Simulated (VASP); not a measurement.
Set up this calculation in VASP 6.6.1, as the native input.

* Task: single point
* Functional: PBE
* Potentials or basis: VASP PAW PBE potentials, release 64 (Ga_d, N)
* Cutoff: 520 eV
* k mesh: 6 × 6 × 6
* Occupations: gaussian, width 0.01 eV
* Spin: no spin polarisation
* Dipole correction: no
* Further INCAR settings: ALGO = Normal; EDIFF = 1e-07; NBANDS = 16

The structure of GaN lies in POSCAR:

```
GaN
1.0
    0.0000000000      2.2489525451      2.2489525451
    2.2489525451      0.0000000000      2.2489525451
    2.2489525451      2.2489525451      0.0000000000
Ga N
1 1
Direct
    0.0000000000      0.0000000000      0.0000000000
    0.2500000000      0.2500000000      0.2500000000
```

These files were run (other wordings do the same):

INCAR

```
SYSTEM = GaN
ALGO     = Normal         ! electronic algorithm
EDIFF    = 1E-7           ! SCF threshold, eV
ENCUT    = 520            ! plane-wave cutoff, eV
GGA      = PE             ! functional
ISIF     = 2              ! what is computed and relaxed
ISMEAR   = 0              ! smearing method
LASPH    = .True.         ! aspherical terms in the spheres
LCHARG   = .False.        ! write CHGCAR
LREAL    = .False.        ! projectors in reciprocal space
LWAVE    = .False.        ! write WAVECAR
NBANDS   = 16             ! bands
NELM     = 100            ! most SCF steps
PREC     = Accurate       ! precision mode
SIGMA    = 0.01           ! smearing width, eV
```

KPOINTS

```
k-points
0
Gamma
  6 6 6
  0 0 0
```

Potentials or basis: VASP PAW PBE potentials, release 64 (Ga_d, N).

Run with:

```bash
$ cat potpaw_PBE.64/Ga_d/POTCAR potpaw_PBE.64/N/POTCAR > POTCAR
$ mpirun -np 1 vasp_std > vasp.out
```

It gave:

```
Pressure               : 6.2 GPa
Band gap on the k mesh : 1.76 eV, direct
```

It took 6.2 s on 1 thread of Intel(R) Xeon(R) Platinum 8488C (Sapphire Rapids) (shared host), peak memory 0.13 GiB.
